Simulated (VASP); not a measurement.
# PbS (Pm-3m) in VASP: a series of runs

Aim: see how the results for PbS move with the level of theory and the settings. Levels: r2SCAN+D3(BJ), r2SCAN, BLYP. Tasks: single point.

Everything below comes from runs of VASP 6.6.1. Logs are shortened: lines on timing, memory, paths and dates and some standing lists are left out, and cuts for length are marked.

## (1) The cell of the first run

Symmetry: Pm-3m, No. 221, cubic system. Conventional cell: a = 3.654 Å, b = 3.654 Å, c = 3.654 Å, α = 90.00°, β = 90.00°, γ = 90.00°. Within 4.2 Å of Pb (site symmetry m-3m) lie 8 S at 3.16 Å and 6 Pb at 3.65 Å. Within 4.2 Å of S (site symmetry m-3m) lie 8 Pb at 3.16 Å and 6 S at 3.65 Å.

## (2) Single point, r2SCAN+D3(BJ)

Contents of POSCAR:

```
PbS
1.0
    3.6536590000      0.0000000000      0.0000000000
    0.0000000000      3.6536590000      0.0000000000
    0.0000000000      0.0000000000      3.6536590000
Pb S
1 1
Direct
    0.0000000000      0.0000000000      0.0000000000
    0.5000000000      0.5000000000      0.5000000000
```

Contents of INCAR.step1:

```
SYSTEM = PbS
ALGO = Normal
EDIFF = 1E-5
ENCUT = 550
GGA = PE
GGA_COMPAT = .False.
ISMEAR = 0
LASPH = .True.
LCHARG = .False.
LREAL = .False.
LWAVE = .True.
NBANDS = 17
NELM = 120
PREC = Accurate
SIGMA = 0.1
```

Contents of INCAR.step2:

```
SYSTEM = PbS
ALGO = Normal
EDIFF = 1E-6
ENCUT = 550
GGA_COMPAT = .False.
ISIF = 2
ISMEAR = 0
ISTART = 1
IVDW = 12
LASPH = .True.
LCHARG = .True.
LELF = .True.
LMIXTAU = .True.
LREAL = .False.
LVHAR = .True.
LWAVE = .False.
METAGGA = R2SCAN
NBANDS = 17
NELM = 120
PREC = Accurate
SIGMA = 0.1
VDW_A1 = 0.49484001
VDW_A2 = 5.73083694
VDW_S6 = 1.0
VDW_S8 = 0.78981345
```

Contents of KPOINTS:

```
k-points
0
Gamma
  4 4 4
  0 0 0
```

Potentials or basis: VASP PAW PBE potentials, release 64 (Pb_d, S).

Launch:

```
$ cat potpaw_PBE.64/Pb_d/POTCAR potpaw_PBE.64/S/POTCAR > POTCAR
$ cp INCAR.step1 INCAR
$ mpirun -np 1 vasp_std > vasp.out
$ cp INCAR.step2 INCAR
$ mpirun -np 1 vasp_std > vasp.out
```

OUTCAR:

```text
SYSTEM = PbS
   EDIFF = 1E-6
   ENCUT = 550
   ISIF = 2
   ISMEAR = 0
   ISTART = 1
   IVDW = 12
   LASPH = .True.
   LREAL = .False.
   METAGGA = R2SCAN
   NELM = 120
   PREC = Accurate
 IVDW          = 12

 ion  position               nearest neighbor table
   1  0.000  0.000  0.000-   2 3.16   2 3.16   2 3.16   2 3.16   2 3.16   2 3.16   2 3.16   2 3.16

   2  0.500  0.500  0.500-   1 3.16   1 3.16   1 3.16   1 3.16   1 3.16   1 3.16   1 3.16   1 3.16

  LATTYP: Found a simple cubic cell.
 ALAT       =     3.6536590000

  Lattice vectors:

 A1 = (   3.6536590000,   0.0000000000,   0.0000000000)
 A2 = (   0.0000000000,   3.6536590000,   0.0000000000)
 A3 = (   0.0000000000,   0.0000000000,   3.6536590000)

Analysis of symmetry for initial positions (statically):
=====================================================================
 Subroutine PRICEL returns:
 Original cell was already a primitive cell.

 Routine SETGRP: Setting up the symmetry group for a
 simple cubic supercell.

 Subroutine GETGRP returns: Found 48 space group operations
 (whereof 48 operations were pure point group operations)
 out of a pool of 48 trial point group operations.

The static configuration has the point symmetry O_h .

Analysis of symmetry for dynamics (positions and initial velocities):
=====================================================================
 Subroutine PRICEL returns:
 Original cell was already a primitive cell.

 Routine SETGRP: Setting up the symmetry group for a
 simple cubic supercell.

 Subroutine GETGRP returns: Found 48 space group operations
 (whereof 48 operations were pure point group operations)
 out of a pool of 48 trial point group operations.

The dynamic configuration has the point symmetry O_h .

 Subroutine INISYM returns: Found 48 space group operations
 (whereof 48 operations are pure point group operations),
 and found     1 'primitive' translations

----------------------------------------------------------------------------------------

                                     Primitive cell

  volume of cell :      48.7735

  direct lattice vectors                    reciprocal lattice vectors
     3.653659000  0.000000000  0.000000000     0.273698230  0.000000000  0.000000000
     0.000000000  3.653659000  0.000000000     0.000000000  0.273698230  0.000000000
     0.000000000  0.000000000  3.653659000     0.000000000  0.000000000  0.273698230

  length of vectors
     3.653659000  3.653659000  3.653659000     0.273698230  0.273698230  0.273698230

  position of ions in fractional coordinates (direct lattice)
     0.000000000  0.000000000  0.000000000
     0.500000000  0.500000000  0.500000000

  ion indices of the primitive-cell ions
   primitive index   ion index
                 1           1
                 2           2

----------------------------------------------------------------------------------------

 KPOINTS: k-points

Automatic generation of k-mesh.
 Grid dimensions read from file:
 generate k-points for:    4    4    4

 Generating k-lattice:

  Cartesian coordinates                     Fractional coordinates (reciprocal lattice)
     0.068424557  0.000000000  0.000000000     0.250000000  0.000000000  0.000000000
     0.000000000  0.068424557  0.000000000     0.000000000  0.250000000  0.000000000
     0.000000000  0.000000000  0.068424557     0.000000000  0.000000000  0.250000000

  Length of vectors
     0.068424557  0.068424557  0.068424557

  Shift w.r.t. Gamma in fractional coordinates (k-lattice)
     0.000000000  0.000000000  0.000000000

 Subroutine IBZKPT returns following result:
 ===========================================

 Found     10 irreducible k-points:

 Following reciprocal coordinates:
            Coordinates               Weight
  0.000000  0.000000  0.000000      1.000000
  0.250000  0.000000  0.000000      6.000000
  0.500000  0.000000  0.000000      3.000000
  0.250000  0.250000  0.000000     12.000000
  0.500000  0.250000  0.000000     12.000000
  0.500000  0.500000  0.000000      3.000000
  0.250000  0.250000  0.250000      8.000000
  0.500000  0.250000  0.250000     12.000000
  0.500000  0.500000  0.250000      6.000000
  0.500000  0.500000  0.500000      1.000000
   k-points           NKPTS =     10   k-points in BZ     NKDIM =     10   number of bands    NBANDS=     17
   number of dos      NEDOS =    301   number of ions     NIONS =      2
   total plane-waves  NPLWV =  21952
   dimension x,y,z NGX =    28 NGY =   28 NGZ =   28
   dimension x,y,z NGXF=    56 NGYF=   56 NGZF=   56
   ions per type =               1   1
   NGX,Y,Z   is equivalent  to a cutoff of  12.74, 12.74, 12.74 a.u.
   NGXF,Y,Z  is equivalent  to a cutoff of  25.48, 25.48, 25.48 a.u.
 SYSTEM =  PbS
   PREC   = accura    normal or accurate (medium, high low for compatibility)
   ISTART =      1    job   : 0-new  1-cont  2-samecut
   ICHARG =      0    charge: 1-file 2-atom 10-const
   ISPIN  =      1    spin polarized calculation?
   LNONCOLLINEAR =      F non collinear calculations
   LSORBIT =      F    spin-orbit coupling
   LASPH  =      T    aspherical Exc in radial PAW
   ENCUT  =  550.0 eV  40.42 Ry    6.36 a.u.   6.99  6.99  6.99*2*pi/ulx,y,z
   NELM   =    120;   NELMIN=  2; NELMDL=  0     # of ELM steps
   EDIFF  = 0.1E-05   stopping-criterion for ELM
   LREAL  =      F    real-space projection
   EDIFFG = 0.1E-04   stopping-criterion for IOM
   NSW    =      0    number of steps for IOM
   IBRION =     -1    ionic relax: 0-MD 1-quasi-New 2-CG
   NFREE  =      0    steps in history (QN), initial steepest desc. (CG)
   ISIF   =      2    stress and relaxation
   ISYM   =      2    0-nonsym 1-usesym 2-fastsym
   POTIM  = 0.5000    time-step for ionic-motion
   TEBEG  =    0.0;   TEEND  =   0.0 temperature during run
   PSTRESS=    0.0 pullay stress
   NELECT =      20.0000    total number of electrons
   NUPDOWN=      -1.0000    fix difference up-down
   EMIN   =  10.00;   EMAX   =-10.00  energy-range for DOS
   EFERMI =   0.00;   METHOD = LEGACY
   ISMEAR =     0;   SIGMA  =   0.10  broadening in eV -4-tet -1-fermi 0-gaus
   EFERMI_NEDOS =   21; number of points for ismear=-14 and -15
   IALGO  =     38    algorithm
   IMIX   =      4    mixing-type and parameters
     AMIX     =   0.40;   BMIX     =  1.00
     AMIX_MAG =   1.60;   BMIX_MAG =  1.00
  volume/ion in A,a.u.               =      24.39       164.57
  Fermi-wavevector in a.u.,A,eV,Ry     =   1.216252  2.298383 20.126668  1.479268
  Thomas-Fermi vector in A             =   2.351612
   LORBIT       =      0    0 simple, 1 ext, 2 COOP (PROOUT), +10 PAW based schemes
   METAGGA = R2SCAN    functional components
   LHFCALC =     F    Hartree Fock is set to
   AEXX    =    0.0000 exact exchange contribution
   IVDW    =    12    specifies the selected vdW correction
   LEPSILON=     F    determine dielectric tensor
   LRPA    =     F    only Hartree local field effects (RPA)
 non-spin polarized calculation
 Gauss-broadening in eV      SIGMA  =   0.10
  energy-cutoff  :      550.00
  volume of cell :       48.77
 maximum number of plane-waves:      1472
 NGX is ok and might be reduce to    28
   NGX = 13   NGY = 13   NGZ = 13

 number of electron      19.9999995 magnetization

 Free energy of the ion-electron system (eV)
  ---------------------------------------------------
  ext. energy  EPLUGINS =         0.00000000
  ---------------------------------------------------
  free energy    TOTEN  =       -65.00587149 eV

  energy without entropy =      -65.00238554  energy(sigma->0) =      -65.00412852

 E-fermi :   5.7915     XC(G=0): -10.7080

 val. band max:        5.7113828317   @ k =   0.5000   0.5000   0.5000
 cond. band min:       5.8622578426   @ k =   0.5000   0.0000   0.0000
 fundamental gap:      0.1508750109
 Fermi energy:         5.7915403035

 k-point     1 :       0.0000    0.0000    0.0000
  band No.  band energies     occupation
      1     -11.6252      2.00000
      2     -11.6252      2.00000
      3     -11.4116      2.00000
      4     -11.4116      2.00000
      5     -11.4116      2.00000
      6      -7.6842      2.00000
[... 9 lines left out ...]
     16      19.3297      0.00000
     17      19.3314      0.00000

 k-point     2 :       0.2500    0.0000    0.0000
  band No.  band energies     occupation
      1     -11.6204      2.00000
      2     -11.5472      2.00000
      3     -11.4408      2.00000
      4     -11.4408      2.00000
      5     -11.4087      2.00000
      6      -7.1701      2.00000
[... 9 lines left out ...]
     16      17.9708      0.00000
     17      19.3545      0.00000

 k-point     3 :       0.5000    0.0000    0.0000
  band No.  band energies     occupation
      1     -11.6157      2.00000
      2     -11.4700      2.00000
      3     -11.4696      2.00000
      4     -11.4696      2.00000
      5     -11.4058      2.00000
      6      -6.3813      2.00000
[... 9 lines left out ...]
     16      19.3156      0.00000
     17      20.7732      0.00000

 k-point     4 :       0.2500    0.2500    0.0000
  band No.  band energies     occupation
      1     -11.5811      2.00000
      2     -11.5011      2.00000
      3     -11.4871      2.00000
      4     -11.4380      2.00000
      5     -11.4349      2.00000
      6      -6.6907      2.00000
[... 9 lines left out ...]
     16      16.9002      0.00000
     17      16.9981      0.00000

 k-point     5 :       0.5000    0.2500    0.0000
  band No.  band energies     occupation
      1     -11.5675      2.00000
      2     -11.5317      2.00000
      3     -11.4640      2.00000
      4     -11.4321      2.00000
      5     -11.4293      2.00000
      6      -6.0200      2.00000
[... 9 lines left out ...]
     16      17.5453      0.00000
     17      18.3763      0.00000

 k-point     6 :       0.5000    0.5000    0.0000
  band No.  band energies     occupation
      1     -11.5907      2.00000
      2     -11.5404      2.00000
      3     -11.4583      2.00000
      4     -11.4583      2.00000
      5     -11.3676      2.00000
      6      -5.5979      2.00000
[... 9 lines left out ...]
     16      15.9838      0.00000
     17      16.1071      0.00000

 k-point     7 :       0.2500    0.2500    0.2500
  band No.  band energies     occupation
      1     -11.4981      2.00000
      2     -11.4981      2.00000
      3     -11.4900      2.00000
      4     -11.4685      2.00000
      5     -11.4685      2.00000
      6      -6.2857      2.00000
[... 9 lines left out ...]
     16      17.0416      0.00000
     17      20.0243      0.00000

 k-point     8 :       0.5000    0.2500    0.2500
  band No.  band energies     occupation
      1     -11.5264      2.00000
      2     -11.5029      2.00000
      3     -11.4938      2.00000
      4     -11.4654      2.00000
      5     -11.4137      2.00000
      6      -5.7674      2.00000
[... 9 lines left out ...]
     16      17.0150      0.00000
     17      20.5914      0.00000

 k-point     9 :       0.5000    0.5000    0.2500
  band No.  band energies     occupation
      1     -11.5637      2.00000
      2     -11.4978      2.00000
      3     -11.4978      2.00000
      4     -11.4527      2.00000
      5     -11.3660      2.00000
      6      -5.4830      2.00000
[... 9 lines left out ...]
     16      18.5573      0.00000
     17      21.2350      0.00000

 k-point    10 :       0.5000    0.5000    0.5000
  band No.  band energies     occupation
      1     -11.5367      2.00000
      2     -11.5367      2.00000
      3     -11.5367      2.00000
      4     -11.3645      2.00000
      5     -11.3645      2.00000
      6      -5.3572      2.00000
[... 9 lines left out ...]
     16      20.7579      0.00000
     17      23.1185      0.00000

------------------------ aborting loop because EDIFF is reached ----------------------------------------

 Edisp (eV)   -0.35012

 E8    (eV) :    -0.1236

  FORCE on cell =-STRESS in cart. coord.  units (eV):
  Direction    XX          YY          ZZ          XY          YZ          ZX
  --------------------------------------------------------------------------------------
  -------------------------------------------------------------------------------------
  Total      -0.83074    -0.83074    -0.83074    -0.00000    -0.00000     0.00000
  in kB     -27.28941   -27.28941   -27.28941    -0.00000    -0.00000     0.00000
  external pressure =      -27.29 kB  Pullay stress =        0.00 kB

 VOLUME and BASIS-vectors are now :
 -----------------------------------------------------------------------------
  energy-cutoff  :      550.00
  volume of cell :       48.77
      direct lattice vectors                 reciprocal lattice vectors
     3.653659000  0.000000000  0.000000000     0.273698230  0.000000000  0.000000000
     0.000000000  3.653659000  0.000000000     0.000000000  0.273698230  0.000000000
     0.000000000  0.000000000  3.653659000     0.000000000  0.000000000  0.273698230

 POSITION                                       TOTAL-FORCE (eV/Angst)
 -----------------------------------------------------------------------------------
      0.00000      0.00000      0.00000         0.000000      0.000000      0.000000
      1.82683      1.82683      1.82683         0.000000      0.000000      0.000000
 -----------------------------------------------------------------------------------
    total drift:                               -0.000000      0.000000      0.000000

  FREE ENERGIE OF THE ION-ELECTRON SYSTEM (eV)
  ---------------------------------------------------
  free  energy   TOTEN  =       -65.3559935598 eV

  energy  without entropy=      -65.3525076136  energy(sigma->0) =      -65.35425059
```

Wall time 25 s (1 thread of Intel Xeon Platinum 8488C (Sapphire Rapids), shared host); peak memory 0.17 GiB.

Results:

```yaml
Free_energy: -65.3560 eV
Pressure: -2.7 GPa
Band_gap_on_the_k_mesh: zero (band 10 reaches 5.86 eV, above the bottom of band 11 at 5.71 eV)
Dispersion_energy_per_atom: -0.175 eV
```

Levels at points of the mesh, in eV from the Fermi level:
```csv
k point,band 8,band 9,band 10,band 11,band 12,band 13
"(0.00, 0.00, 0.00)",-1.48,-1.48,-1.48,6.19,6.19,7.10
"(0.50, 0.00, 0.00)",-0.34,-0.34,0.07,0.85,4.38,4.38
"(0.50, 0.50, 0.00)",-4.34,-4.34,-0.14,4.73,4.73,6.39
"(0.50, 0.50, 0.50)",-2.28,-2.28,-2.28,-0.08,-0.08,-0.08
```

Caveat: the k points lie up to 0.43 Å⁻¹ apart; three body term missing; the PAW data sets were made with another functional, which shifts forces and pressure a little; spin-orbit coupling is left out, which moves the levels of the heavy elements; pairwise dispersion overbinds metals, which lowers pressure and volume.

## (3) Single point, r2SCAN

POSCAR is that of step 2.

Contents of INCAR.step1:

```
SYSTEM = PbS
ALGO = Normal
EDIFF = 1E-5
ENCUT = 550
GGA = PE
GGA_COMPAT = .FALSE.
ISMEAR = -1
LASPH = .TRUE.
LCHARG = .FALSE.
LREAL = .FALSE.
LWAVE = .TRUE.
NBANDS = 17
NELM = 120
PREC = Accurate
SIGMA = 0.051703999572871064
```

Contents of INCAR.step2:

```
SYSTEM = PbS
ALGO = Normal
EDIFF = 1E-6
ENCUT = 550
GGA_COMPAT = .FALSE.
ISIF = 2
ISMEAR = -1
ISTART = 1
LASPH = .TRUE.
LCHARG = .FALSE.
LMIXTAU = .TRUE.
LREAL = .FALSE.
LWAVE = .FALSE.
METAGGA = R2SCAN
NBANDS = 17
NELM = 120
PREC = Accurate
SIGMA = 0.051703999572871064
```

Contents of KPOINTS:

```
k-points
0
G
  4 4 4
  0 0 0
```

Potentials or basis: VASP PAW PBE potentials, release 64 (Pb_d, S).

Launch:

```
$ cat potpaw_PBE.64/Pb_d/POTCAR potpaw_PBE.64/S/POTCAR > POTCAR
$ cp INCAR.step1 INCAR
$ mpirun -np 1 vasp_std > vasp.out
$ cp INCAR.step2 INCAR
$ mpirun -np 1 vasp_std > vasp.out
```

Wall time 30 s (1 thread of Intel Xeon Platinum 8488C (Sapphire Rapids), shared host); peak memory 0.16 GiB.

It converged, with:

- Free energy: -65.0075 eV
- Pressure: -1.4 GPa
- Band gap on the k mesh: zero (band 10 reaches 5.86 eV, above the bottom of band 11 at 5.71 eV)

Levels at points of the mesh, in eV from the Fermi level:
| k point | band 8 | band 9 | band 10 | band 11 | band 12 | band 13 |
| --- | --- | --- | --- | --- | --- | --- |
| (0.00, 0.00, 0.00) | -1.50 | -1.50 | -1.50 | 6.18 | 6.18 | 7.09 |
| (0.50, 0.00, 0.00) | -0.35 | -0.35 | 0.06 | 0.83 | 4.36 | 4.36 |
| (0.50, 0.50, 0.00) | -4.36 | -4.36 | -0.15 | 4.71 | 4.71 | 6.38 |
| (0.50, 0.50, 0.50) | -2.30 | -2.30 | -2.30 | -0.09 | -0.09 | -0.09 |

Caveat: the k points lie up to 0.43 Å⁻¹ apart; the PAW data sets were made with another functional, which shifts forces and pressure a little; spin-orbit coupling is left out, which moves the levels of the heavy elements.

## (4) Single point, BLYP, non-collinear spin, zero start, spin-orbit coupling

Contents of INCAR:

```
SYSTEM = PbS
PREC = Accurate
ENCUT = 500
EDIFF = 1E-6
ISMEAR = 1
SIGMA = 0.164
LREAL = .False.
LASPH = .True.
NELM = 200
ALGO = Normal
ISIF = 2
LWAVE = .False.
LCHARG = .False.
LNONCOLLINEAR = .True.
MAGMOM = 0 0 0 0 0 0
LORBIT = 11
LSORBIT = .True.
GGA_COMPAT = .False.
LORBMOM = .True.
GGA = B5
ALDAX = 1.0
AGGAX = 1.0
AGGAC = 1.0
ALDAC = 0.0
NBANDS = 32
```

Contents of KPOINTS:

```
regular mesh
0
Gamma
  3 3 3
  0 0 0
```

POSCAR is that of step 3.

Launch:

```
$ cat potpaw_PBE.64/Pb_d/POTCAR potpaw_PBE.64/S/POTCAR > POTCAR
$ mpirun -np 1 vasp_ncl > vasp.out
```

It took 24 s on 1 thread of Intel Xeon Platinum 8488C (Sapphire Rapids), shared host; peak memory 0.23 GiB.

The run converged. Its results:

- Free energy: -7.4728 eV
- Pressure: 4.0 GPa
- Net moment: 0.00 μB per cell
- Valence electrons inside the program's atomic spheres: Pb 11.83; S 3.70

Moments on the atoms (μB; x, y, z):
```
Pb  0.00 0.00 0.00
S   0.00 0.00 0.00
```

Caveat: the k points lie up to 0.57 Å⁻¹ apart; the PAW data sets were made with another functional, which shifts forces and pressure a little.

## (5) Overview

```csv
level,spin,k mesh,cutoff (eV),smearing,gap on the mesh (eV),pressure (GPa)
r2SCAN+D3(BJ),off,4 × 4 × 4,550,gaussian 0.1 eV,none,-2.7
r2SCAN,off,4 × 4 × 4,550,fermi-dirac 0.051704 eV,none,-1.4
BLYP,"non-collinear, zero start, SOC",3 × 3 × 3,500,methfessel-paxton 0.164 eV,-,4.0
```

Alike in all rows: task single point; potentials or basis VASP PAW PBE potentials, release 64 (Pb_d, S); cell as given.

Caveats: all runs use coarse meshes; the PAW data sets were made with another functional, which shifts forces and pressure a little; spin-orbit coupling is left out, which moves the levels of the heavy elements (some runs); three body term missing (some runs); pairwise dispersion overbinds metals, which lowers pressure and volume (some runs).

Total energies depend on the potentials used, so only differences within one code and one set of settings carry meaning.
